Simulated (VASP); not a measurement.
# MgS in VASP: settings compared, part 2 of 2

VASP 6.6.1. Earlier steps stand in the parts before.

### 5 Single point, r2SCAN

This run uses another cell than the first one, of 22.69 Å³/atom, 0.975 times its volume.

POSCAR reads:

```
MgS
1.0
    0.0000000000      2.8308768412      2.8308768412
    2.8308768412      0.0000000000      2.8308768412
    2.8308768412      2.8308768412      0.0000000000
Mg S
1 1
Direct
    0.0000000000      0.0000000000      0.0000000000
    0.2500000000      0.2500000000      0.2500000000
```

INCAR.step1 reads:

```
SYSTEM = MgS
PREC     = Accurate       ! precision mode
ENCUT    = 520            ! plane-wave cutoff, eV
ISMEAR   = 0              ! smearing method
SIGMA    = 0.01           ! smearing width, eV
LREAL    = .False.        ! projectors in reciprocal space
LASPH    = .True.         ! aspherical terms in the spheres
NELM     = 100            ! most SCF steps
NBANDS   = 11             ! bands
GGA      = PE             ! functional
ALGO     = Normal         ! electronic algorithm
EDIFF    = 1E-4           ! SCF threshold, eV
LWAVE    = .True.         ! write WAVECAR
LCHARG   = .False.        ! write CHGCAR
```

INCAR.step2 reads:

```
SYSTEM = MgS
PREC     = Accurate       ! precision mode
ENCUT    = 520            ! plane-wave cutoff, eV
EDIFF    = 1E-6           ! SCF threshold, eV
ISMEAR   = 0              ! smearing method
SIGMA    = 0.01           ! smearing width, eV
LREAL    = .False.        ! projectors in reciprocal space
LASPH    = .True.         ! aspherical terms in the spheres
NELM     = 100            ! most SCF steps
ALGO     = Normal         ! electronic algorithm
ISIF     = 2              ! what is computed and relaxed
LWAVE    = .False.        ! write WAVECAR
LCHARG   = .True.         ! write CHGCAR
METAGGA  = R2SCAN         ! meta-GGA
LMIXTAU  = .True.       
LELF     = .True.         ! ELF
LVHAR    = .True.       
NBANDS   = 11             ! bands
ISTART   = 1
```

KPOINTS reads:

```
Automatic mesh
0
Gamma
  8 8 8
  0 0 0
```

Potentials or basis: VASP PAW PBE potentials, release 64 (Mg, S).

Command:

```console
cat potpaw_PBE.64/Mg/POTCAR potpaw_PBE.64/S/POTCAR > POTCAR
cp INCAR.step1 INCAR
mpirun -np 1 vasp_std > vasp.out
cp INCAR.step2 INCAR
mpirun -np 1 vasp_std > vasp.out
```

OUTCAR:

```text
SYSTEM = MgS
   PREC = Accurate
   ENCUT = 520
   EDIFF = 1E-6
   ISMEAR = 0
   LREAL = .False.
   LASPH = .True.
   NELM = 100
   ISIF = 2
   METAGGA = R2SCAN
   ISTART = 1

 ion  position               nearest neighbor table
   1  0.000  0.000  0.000-   2 2.45   2 2.45   2 2.45   2 2.45
   2  0.250  0.250  0.250-   1 2.45   1 2.45   1 2.45   1 2.45

  LATTYP: Found a face centered cubic cell.
 ALAT       =     5.6617536824

  Lattice vectors:

 A1 = (   0.0000000000,   2.8308768412,   2.8308768412)
 A2 = (   2.8308768412,   0.0000000000,   2.8308768412)
 A3 = (   2.8308768412,   2.8308768412,   0.0000000000)

Analysis of symmetry for initial positions (statically):
=====================================================================
 Subroutine PRICEL returns:
 Original cell was already a primitive cell.

 Routine SETGRP: Setting up the symmetry group for a
 face centered cubic supercell.

 Subroutine GETGRP returns: Found 24 space group operations
 (whereof 24 operations were pure point group operations)
 out of a pool of 48 trial point group operations.

The static configuration has the point symmetry T_d .

Analysis of symmetry for dynamics (positions and initial velocities):
[... 167 lines left out ...]
 k-point     1 :       0.0000    0.0000    0.0000
  band No.  band energies     occupation
      1     -10.9699      2.00000
      2       0.7690      2.00000
      3       0.7690      2.00000
      4       0.7690      2.00000
      5       4.8983      0.00000
      6       9.3631      0.00000
      7       9.3631      0.00000
      8       9.3631      0.00000
      9      12.2243      0.00000
     10      12.2243      0.00000
     11      15.4730      0.00000
[... 309 lines left out ...]
 k-point    24 :      -0.3750    0.2500    0.1250
  band No.  band energies     occupation
      1     -10.1602      2.00000
      2      -2.0165      2.00000
      3      -0.5272      2.00000
      4       0.1166      2.00000
      5       7.3551      0.00000
      6       7.9121      0.00000
      7      10.2337      0.00000
      8      10.2646      0.00000
      9      12.9774      0.00000
     10      14.4309      0.00000
     11      15.7779      0.00000

 [... further k-points ...]
[... 5 lines left out ...]
  --------------------------------------------------------------------------------------
  -------------------------------------------------------------------------------------
  Total       -0.0784752     -0.0784752     -0.0784752      0.0000000     -0.0000000     -0.0000000
  in kB       -2.7710872     -2.7710872     -2.7710872      0.0000000     -0.0000000     -0.0000000
  external PRESSURE =      -2.7710872 kB  Pullay stress =       0.0000000 kB

 VOLUME and BASIS-vectors are now :
 -----------------------------------------------------------------------------
  energy-cutoff  :      520.00
  volume of cell :       45.37
      direct lattice vectors                 reciprocal lattice vectors
     0.000000000  2.830876841  2.830876841    -0.176623721  0.176623721  0.176623721
     2.830876841  0.000000000  2.830876841     0.176623721 -0.176623721  0.176623721
     2.830876841  2.830876841  0.000000000     0.176623721  0.176623721 -0.176623721

 POSITION                                       TOTAL-FORCE (eV/Angst)
 -----------------------------------------------------------------------------------
      0.00000      0.00000      0.00000        -0.000000     -0.000000     -0.000000
      1.41544      1.41544      1.41544         0.000000      0.000000      0.000000
 -----------------------------------------------------------------------------------
    total drift:                               -0.000003     -0.000003     -0.000003

  FREE ENERGIE OF THE ION-ELECTRON SYSTEM (eV)
  ---------------------------------------------------
  free  energy   TOTEN  =       -15.4506755627 eV

  energy  without entropy=      -15.4506755627  energy(sigma->0) =      -15.45067556
```

OUTCAR.step1:

```text
SYSTEM = MgS
   PREC = Accurate
   ENCUT = 520
   ISMEAR = 0
   LREAL = .False.
   LASPH = .True.
[... 558 lines left out ...]
      0.00000      0.00000      0.00000        -0.000000     -0.000000     -0.000000
      1.41544      1.41544      1.41544         0.000000      0.000000      0.000000
 -----------------------------------------------------------------------------------
    total drift:                                0.000000      0.000000      0.000000

  FREE ENERGIE OF THE ION-ELECTRON SYSTEM (eV)
  ---------------------------------------------------
  free  energy   TOTEN  =        -8.4706646231 eV

  energy  without entropy=       -8.4706646231  energy(sigma->0) =       -8.47066462
```

OSZICAR.step1:

```text
N       E                     dE             d eps       ncg     rms          rms(c)
DAV:   1     0.240021128872E+02    0.24002E+02   -0.32925E+03   654   0.568E+02
DAV:   2    -0.704207745165E+01   -0.31044E+02   -0.29114E+02   798   0.973E+01
DAV:   3    -0.897243468524E+01   -0.19304E+01   -0.19269E+01   772   0.264E+01
DAV:   4    -0.898788931825E+01   -0.15455E-01   -0.15452E-01   774   0.284E+00
DAV:   5    -0.898805695515E+01   -0.16764E-03   -0.16764E-03   778   0.294E-01    0.404E+00
DAV:   6    -0.849820634138E+01    0.48985E+00   -0.12278E+00   700   0.412E+00    0.310E+00
DAV:   7    -0.846369678467E+01    0.34510E-01   -0.26922E-01   761   0.211E+00    0.242E+00
DAV:   8    -0.847132238106E+01   -0.76256E-02   -0.23388E-02   689   0.924E-01    0.136E+00
DAV:   9    -0.847045142340E+01    0.87096E-03   -0.23848E-03   701   0.242E-01    0.441E-01
DAV:  10    -0.847065940722E+01   -0.20798E-03   -0.67398E-04   722   0.122E-01    0.910E-02
DAV:  11    -0.847066462310E+01   -0.52159E-05   -0.54378E-05   667   0.301E-02
   1 F= -.84706646E+01 E0= -.84706646E+01  d E =-.195205E-21
```

Run time: 39 s. Hardware: 1 thread of Intel Xeon Platinum 8481C at 2.70GHz (Sapphire Rapids), shared host; peak memory 0.17 GiB.

What came out:

```yaml
Free_energy: -15.4507 eV
Pressure: -0.3 GPa
Band_gap_on_the_k_mesh: 4.13 eV, direct
```

Levels at points of the mesh, in eV from the valence-band top:
```
           k point  band 2  band 3  band 4  band 5  band 6  band 7
(0.00, 0.00, 0.00)    0.00    0.00    0.00    4.13    8.59    8.59
(0.50, 0.00, 0.00)   -3.15   -0.33   -0.33    5.79    8.21    8.21
(0.50, 0.50, 0.00)   -2.82   -1.05   -1.05    4.32    6.26   12.13
```

Caveat: the PAW data sets were made with another functional, which shifts forces and pressure a little. A k mesh can miss the band edges.

### 6 The runs side by side

| level | cell | k mesh | smearing | gap on the mesh (eV) | pressure (GPa) | largest force (eV/Å) |
| --- | --- | --- | --- | --- | --- | --- |
| PBE | a = 3.993 Å, angles 61.5°, 2 atoms | 4 × 4 × 4 | gaussian 0.01 eV | 3.19 | -0.5 | 0.01 |
| PBE | a = 3.986 Å, angles 62.3°, 2 atoms | 4 × 4 × 4 | gaussian 0.01 eV | 3.06 | -1.1 | 0.01 |
| PBE | a = 4.003 Å, angles 60.0°, 2 atoms | 8 × 8 × 8 | fermi-dirac 0.02 eV | 3.46 | 0.9 | - |
| r2SCAN | a = 4.003 Å, angles 60.0°, 2 atoms | 8 × 8 × 8 | gaussian 0.01 eV | 4.13 | -0.3 | - |

Alike in all rows: task single point; potentials or basis VASP PAW PBE potentials, release 64 (Mg, S); no spin polarisation; cutoff (eV) 520.

Caveats: some runs use coarse meshes; the PAW data sets were made with another functional, which shifts forces and pressure a little (some runs).

Total energies depend on the potentials used, so only differences within one code and one set of settings carry meaning.
